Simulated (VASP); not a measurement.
# SiGe (Pmma) in VASP: single point with LDA

Aim: the single point of SiGe with LDA.

All numbers are computed with VASP 6.6.1; they aren't measurements. Logs are shortened: lines on timing, memory, paths and dates and some standing lists are left out, and cuts for length are marked.

### Step 1. The cell of the first run

Symmetry: Pmma, No. 51, orthorhombic system. The conventional cell has a = 3.925 Å, b = 3.931 Å, c = 5.537 Å, α = 90.00°, β = 90.00°, γ = 90.00°. Within 3.1 Å of Si (site symmetry mm2) lie 2 Si at 2.37 Å and 2 Ge at 2.40 Å. Within 3.2 Å of Ge (site symmetry mm2) lie 2 Si at 2.40 Å and 2 Ge at 2.44 Å.

### Step 2. Single point, LDA

Input file INCAR:

```
SYSTEM = SiGe
  ALGO = Normal
  EDIFF = 1E-7
  ENCUT = 520
  ISIF = 2
  ISMEAR = 0
  LASPH = .True.
  LCHARG = .True.
  LELF = .True.
  LREAL = .False.
  LVHAR = .True.
  LWAVE = .False.
  NBANDS = 26
  NELM = 80
  PREC = Accurate
  SIGMA = 0.01
```

Input file KPOINTS:

```
k-points
0
Gamma
  4 4 2
  0 0 0
```

Input file POSCAR:

```
SiGe
1.0
    3.9252813494      0.0000000000      0.0000000000
    0.0000000000      3.9305886230      0.0000000000
    0.0000000000      0.0000000000      5.5368564565
Si Ge
2 2
Direct
    0.7500000000      0.0000000000      0.8799877307
    0.2500000000      0.0000000000      0.1200122693
    0.2500000000      0.5000000000      0.3693836834
    0.7500000000      0.5000000000      0.6306163166
```

Potentials or basis: VASP PAW LDA potentials, release 64 (Si, Ge_d).

Command:

```
> cat potpaw_LDA.64/Si/POTCAR potpaw_LDA.64/Ge_d/POTCAR > POTCAR
> mpirun -np 1 vasp_std > vasp.out
```

OUTCAR:

```text
SYSTEM = SiGe
   EDIFF = 1E-7
   ENCUT = 520
   ISIF = 2
   ISMEAR = 0
   LASPH = .True.
   LREAL = .False.
   NELM = 80
   PREC = Accurate

 ion  position               nearest neighbor table
   1  0.750  0.000  0.880-   2 2.37   2 2.37   4 2.40   4 2.40
   2  0.250  0.000  0.120-   1 2.37   1 2.37   3 2.40   3 2.40
   3  0.250  0.500  0.369-   2 2.40   2 2.40   4 2.44   4 2.44
   4  0.750  0.500  0.631-   1 2.40   1 2.40   3 2.44   3 2.44

  LATTYP: Found a simple orthorhombic cell.
 ALAT       =     3.9252813494
 B/A-ratio  =     1.0013520747
 C/A-ratio  =     1.4105629543

  Lattice vectors:

 A1 = (   3.9252813494,   0.0000000000,   0.0000000000)
 A2 = (   0.0000000000,   3.9305886230,   0.0000000000)
 A3 = (   0.0000000000,   0.0000000000,   5.5368564565)

Analysis of symmetry for initial positions (statically):
=====================================================================
 Subroutine PRICEL returns:
 Original cell was already a primitive cell.

 Routine SETGRP: Setting up the symmetry group for a
 simple orthorhombic supercell.

 Subroutine GETGRP returns: Found  8 space group operations
 (whereof  4 operations were pure point group operations)
 out of a pool of  8 trial point group operations.

The static configuration has the point symmetry C_2h.
 The point group associated with its full space group is D_2h.

Analysis of symmetry for dynamics (positions and initial velocities):
=====================================================================
 Subroutine PRICEL returns:
 Original cell was already a primitive cell.

 Routine SETGRP: Setting up the symmetry group for a
 simple orthorhombic supercell.

 Subroutine GETGRP returns: Found  8 space group operations
 (whereof  4 operations were pure point group operations)
 out of a pool of  8 trial point group operations.

The dynamic configuration has the point symmetry C_2h.
 The point group associated with its full space group is D_2h.

 Subroutine INISYM returns: Found  8 space group operations
 (whereof  4 operations are pure point group operations),
 and found     1 'primitive' translations

----------------------------------------------------------------------------------------

                                     Primitive cell

  volume of cell :      85.4263

  direct lattice vectors                    reciprocal lattice vectors
     3.925281349  0.000000000  0.000000000     0.254758809  0.000000000  0.000000000
     0.000000000  3.930588623  0.000000000     0.000000000  0.254414821  0.000000000
     0.000000000  0.000000000  5.536856456     0.000000000  0.000000000  0.180607897

  length of vectors
     3.925281349  3.930588623  5.536856456     0.254758809  0.254414821  0.180607897

  position of ions in fractional coordinates (direct lattice)
     0.750000000  0.000000000  0.879987731
     0.250000000  0.000000000  0.120012269
     0.250000000  0.500000000  0.369383683
     0.750000000  0.500000000  0.630616317

  ion indices of the primitive-cell ions
   primitive index   ion index
                 1           1
                 2           2
                 3           3
                 4           4

----------------------------------------------------------------------------------------

 KPOINTS: k-points

Automatic generation of k-mesh.
 Grid dimensions read from file:
 generate k-points for:    4    4    2

 Generating k-lattice:

  Cartesian coordinates                     Fractional coordinates (reciprocal lattice)
     0.063689702  0.000000000  0.000000000     0.250000000  0.000000000  0.000000000
     0.000000000  0.063603705  0.000000000     0.000000000  0.250000000  0.000000000
     0.000000000  0.000000000  0.090303948     0.000000000  0.000000000  0.500000000

  Length of vectors
     0.063689702  0.063603705  0.090303948

  Shift w.r.t. Gamma in fractional coordinates (k-lattice)
     0.000000000  0.000000000  0.000000000

 Subroutine IBZKPT returns following result:
 ===========================================

 Found     18 irreducible k-points:

 Following reciprocal coordinates:
            Coordinates               Weight
  0.000000  0.000000  0.000000      1.000000
  0.250000  0.000000  0.000000      2.000000
  0.500000  0.000000  0.000000      1.000000
  0.000000  0.250000  0.000000      2.000000
  0.250000  0.250000  0.000000      4.000000
  0.500000  0.250000  0.000000      2.000000
[... 10 lines left out ...]
  0.250000  0.500000  0.500000      2.000000
  0.500000  0.500000  0.500000      1.000000
   k-points           NKPTS =     18   k-points in BZ     NKDIM =     18   number of bands    NBANDS=     26
   number of dos      NEDOS =    301   number of ions     NIONS =      4
   total plane-waves  NPLWV =  37800
   dimension x,y,z NGX =    30 NGY =   30 NGZ =   42
   dimension x,y,z NGXF=    60 NGYF=   60 NGZF=   84
   ions per type =               2   2
   NGX,Y,Z   is equivalent  to a cutoff of  12.71, 12.69, 12.61 a.u.
   NGXF,Y,Z  is equivalent  to a cutoff of  25.41, 25.38, 25.22 a.u.
 SYSTEM =  SiGe
   PREC   = accura    normal or accurate (medium, high low for compatibility)
   ISTART =      0    job   : 0-new  1-cont  2-samecut
   ICHARG =      2    charge: 1-file 2-atom 10-const
   ISPIN  =      1    spin polarized calculation?
   LNONCOLLINEAR =      F non collinear calculations
   LSORBIT =      F    spin-orbit coupling
   LASPH  =      T    aspherical Exc in radial PAW
   ENCUT  =  520.0 eV  38.22 Ry    6.18 a.u.   7.30  7.31 10.29*2*pi/ulx,y,z
   NELM   =     80;   NELMIN=  2; NELMDL= -5     # of ELM steps
   EDIFF  = 0.1E-06   stopping-criterion for ELM
   LREAL  =      F    real-space projection
   EDIFFG = 0.1E-05   stopping-criterion for IOM
   NSW    =      0    number of steps for IOM
   IBRION =     -1    ionic relax: 0-MD 1-quasi-New 2-CG
   NFREE  =      0    steps in history (QN), initial steepest desc. (CG)
   ISIF   =      2    stress and relaxation
   ISYM   =      2    0-nonsym 1-usesym 2-fastsym
   POTIM  = 0.5000    time-step for ionic-motion
   TEBEG  =    0.0;   TEEND  =   0.0 temperature during run
   PSTRESS=    0.0 pullay stress
   NELECT =      36.0000    total number of electrons
   NUPDOWN=      -1.0000    fix difference up-down
   EMIN   =  10.00;   EMAX   =-10.00  energy-range for DOS
   EFERMI =   0.00;   METHOD = LEGACY
   ISMEAR =     0;   SIGMA  =   0.01  broadening in eV -4-tet -1-fermi 0-gaus
   EFERMI_NEDOS =   21; number of points for ismear=-14 and -15
   IALGO  =     38    algorithm
   IMIX   =      4    mixing-type and parameters
     AMIX     =   0.40;   BMIX     =  1.00
     AMIX_MAG =   1.60;   BMIX_MAG =  1.00
  volume/ion in A,a.u.               =      21.36       144.12
  Fermi-wavevector in a.u.,A,eV,Ry     =   1.227378  2.319409 20.496599  1.506458
  Thomas-Fermi vector in A             =   2.362344
   LORBIT       =      0    0 simple, 1 ext, 2 COOP (PROOUT), +10 PAW based schemes
   GGA     = CA    functional components
   LHFCALC =     F    Hartree Fock is set to
   AEXX    =    0.0000 exact exchange contribution
   IVDW    =     0    specifies the selected vdW correction
   LEPSILON=     F    determine dielectric tensor
   LRPA    =     F    only Hartree local field effects (RPA)
 non-spin polarized calculation
 Gauss-broadening in eV      SIGMA  =   0.01
  energy-cutoff  :      520.00
  volume of cell :       85.43
 maximum number of plane-waves:      2324
 NGX is ok and might be reduce to    30
   NGX = 15   NGY = 15   NGZ = 21

 number of electron      36.0000045 magnetization

 Free energy of the ion-electron system (eV)
  ---------------------------------------------------
  ext. energy  EPLUGINS =         0.00000000
  ---------------------------------------------------
  free energy    TOTEN  =       -22.08748386 eV

  energy without entropy =      -22.08748386  energy(sigma->0) =      -22.08748386

 E-fermi :   5.4040     XC(G=0):  -9.9610

 val. band max:        5.2523580911   @ k =   0.0000   0.0000   0.0000
 cond. band min:       5.4963721275   @ k =   0.0000   0.5000   0.5000
 fundamental gap:      0.2440140365
 Fermi energy:         5.4039993309

 k-point     1 :       0.0000    0.0000    0.0000
  band No.  band energies     occupation
      1     -19.4659      2.00000
      2     -19.3763      2.00000
      3     -19.3683      2.00000
      4     -19.3298      2.00000
      5     -19.3238      2.00000
      6     -19.2742      2.00000
[... 18 lines left out ...]
     25      12.1014      0.00000
     26      13.4362      0.00000

 k-point     2 :       0.2500    0.0000    0.0000
  band No.  band energies     occupation
      1     -19.4624      2.00000
      2     -19.3871      2.00000
      3     -19.3364      2.00000
      4     -19.3300      2.00000
      5     -19.3294      2.00000
      6     -19.2593      2.00000
[... 18 lines left out ...]
     25      11.5628      0.00000
     26      12.7269      0.00000

 k-point     3 :       0.5000    0.0000    0.0000
  band No.  band energies     occupation
      1     -19.4273      2.00000
      2     -19.4273      2.00000
      3     -19.3379      2.00000
      4     -19.3379      2.00000
      5     -19.2846      2.00000
      6     -19.2846      2.00000
[... 18 lines left out ...]
     25      10.7635      0.00000
     26      10.7635      0.00000

 k-point     4 :       0.0000    0.2500    0.0000
  band No.  band energies     occupation
      1     -19.4657      2.00000
      2     -19.3721      2.00000
      3     -19.3681      2.00000
      4     -19.3312      2.00000
      5     -19.3257      2.00000
      6     -19.2761      2.00000
[... 18 lines left out ...]
     25      12.0198      0.00000
     26      12.5623      0.00000
[... 322 lines left out ...]
      1     -19.4652      2.00000
      2     -19.3682      2.00000
      3     -19.3677      2.00000
      4     -19.3325      2.00000
      5     -19.3267      2.00000
      6     -19.2788      2.00000
[... 18 lines left out ...]
     25      12.1993      0.00000
     26      12.6073      0.00000

 k-point    17 :       0.2500    0.5000    0.5000
  band No.  band energies     occupation
      1     -19.4613      2.00000
      2     -19.3809      2.00000
      3     -19.3401      2.00000
      4     -19.3327      2.00000
      5     -19.3296      2.00000
      6     -19.2625      2.00000
[... 18 lines left out ...]
     25      12.1595      0.00000
     26      12.2773      0.00000

 k-point    18 :       0.5000    0.5000    0.5000
  band No.  band energies     occupation
      1     -19.4249      2.00000
      2     -19.4249      2.00000
      3     -19.3418      2.00000
      4     -19.3418      2.00000
      5     -19.2809      2.00000
      6     -19.2809      2.00000
[... 18 lines left out ...]
     25      10.0858      0.00000
     26      10.0858      0.00000

------------------------ aborting loop because EDIFF is reached ----------------------------------------

  FORCE on cell =-STRESS in cart. coord.  units (eV):
  Direction    XX          YY          ZZ          XY          YZ          ZX
  --------------------------------------------------------------------------------------
  -------------------------------------------------------------------------------------
  Total       -0.7508963     -0.7091756     -1.6857915      0.0000000      0.0000000      0.0000000
  in kB      -14.0831200    -13.3006456    -31.6171554      0.0000000      0.0000000      0.0000000
  external PRESSURE =     -19.6669737 kB  Pullay stress =       0.0000000 kB

 VOLUME and BASIS-vectors are now :
 -----------------------------------------------------------------------------
  energy-cutoff  :      520.00
  volume of cell :       85.43
      direct lattice vectors                 reciprocal lattice vectors
     3.925281349  0.000000000  0.000000000     0.254758809  0.000000000  0.000000000
     0.000000000  3.930588623  0.000000000     0.000000000  0.254414821  0.000000000
     0.000000000  0.000000000  5.536856456     0.000000000  0.000000000  0.180607897

 POSITION                                       TOTAL-FORCE (eV/Angst)
 -----------------------------------------------------------------------------------
      2.94396      0.00000      4.87237         0.000000     -0.000000      0.009728
      0.98132      0.00000      0.66449         0.000000     -0.000000     -0.009728
      0.98132      1.96529      2.04522        -0.000000      0.000000     -0.033690
      2.94396      1.96529      3.49163         0.000000     -0.000000      0.033690
 -----------------------------------------------------------------------------------
    total drift:                                0.000000     -0.000000      0.000000

  FREE ENERGIE OF THE ION-ELECTRON SYSTEM (eV)
  ---------------------------------------------------
  free  energy   TOTEN  =       -22.0874838646 eV

  energy  without entropy=      -22.0874838646  energy(sigma->0) =      -22.08748386
```

It took 30 s on 1 thread of Intel Xeon Platinum 8375C at 2.90GHz (Ice Lake), shared host; peak memory 0.17 GiB.

What came out:

```yaml
Free_energy: -22.0875 eV
Pressure: -2.0 GPa
Largest_force: 0.034 eV/Å
Band_gap_on_the_k_mesh: 0.24 eV, indirect (least direct gap 0.48 eV)
```

Forces on the atoms (eV/Å):
```
Si   0.000  0.000  0.010
Si   0.000  0.000 -0.010
Ge   0.000  0.000 -0.034
Ge   0.000  0.000  0.034
```

Caveat: the k points lie up to 0.57 Å⁻¹ apart. A k mesh can miss the band edges.
